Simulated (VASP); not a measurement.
Write the native input for VASP 6.6.1 that does the following.

| Item | Value |
| --- | --- |
| Task | single point |
| Functional | PBE |
| Potentials or basis | VASP PAW PBE potentials, release 64 (Zn, Pd_sv_GW, C, N) |
| Cutoff | 700 eV |
| k mesh | 4 × 4 × 6 |
| Occupations | gaussian, width 0.02 eV |
| Spin | no spin polarisation |
| Dipole correction | no |
| Further INCAR settings | ALGO = Normal; EDIFF = 1e-06; NBANDS = 44 |

The structure of ZnPdC4N4 lies in POSCAR:

```
ZnPdC4N4
1.0
    7.3191047320      0.0000000000      0.0000000000
    0.0000000000      7.3191047320      0.0000000000
    0.0000000000      0.0000000000      4.7672854192
Zn Pd C N
1 1 4 4
Direct
    0.5000000000      0.5000000000      0.0000000000
    0.0000000000      0.0000000000      0.0000000000
    0.1916488787      0.8083511213      0.0000000000
    0.8083511213      0.1916488787      0.0000000000
    0.1916488787      0.1916488787      0.0000000000
    0.8083511213      0.8083511213      0.0000000000
    0.3041900277      0.6958099723      0.0000000000
    0.6958099723      0.3041900277      0.0000000000
    0.3041900277      0.3041900277      0.0000000000
    0.6958099723      0.6958099723      0.0000000000
```

One way to write it, as run:

INCAR

```
SYSTEM = ZnPdC4N4
PREC     = Accurate       ! precision mode
ENCUT    = 700            ! plane-wave cutoff, eV
EDIFF    = 1E-6           ! SCF threshold, eV
ISMEAR   = 0              ! smearing method
SIGMA    = 0.02           ! smearing width, eV
LREAL    = .FALSE.        ! projectors in reciprocal space
LASPH    = .TRUE.         ! aspherical terms in the spheres
NELM     = 120            ! most SCF steps
ALGO     = Normal         ! electronic algorithm
ISIF     = 2              ! what is computed and relaxed
LWAVE    = .FALSE.        ! write WAVECAR
LCHARG   = .FALSE.        ! write CHGCAR
GGA      = PE             ! functional
NBANDS   = 44             ! bands
GGA_COMPAT= .FALSE.
```

KPOINTS

```
regular mesh
0
G
  4 4 6
  0 0 0
```

Potentials or basis: VASP PAW PBE potentials, release 64 (Zn, Pd_sv_GW, C, N).

Launch:

```bash
$ cat potpaw_PBE.64/Zn/POTCAR potpaw_PBE.64/Pd_sv_GW/POTCAR potpaw_PBE.64/C/POTCAR potpaw_PBE.64/N/POTCAR > POTCAR
$ mpirun -np 1 vasp_std > vasp.out
```

It gave:

```json
{"Pressure": "0.3 GPa", "Largest force": "0.390 eV/Å", "Band gap on the k mesh": "3.06 eV (least direct gap 3.18 eV)"}
```

It took 13 min on 1 thread of AMD EPYC 7R43 64-Core Processor (Zen 3), on a shared host, peak memory 0.71 GiB.
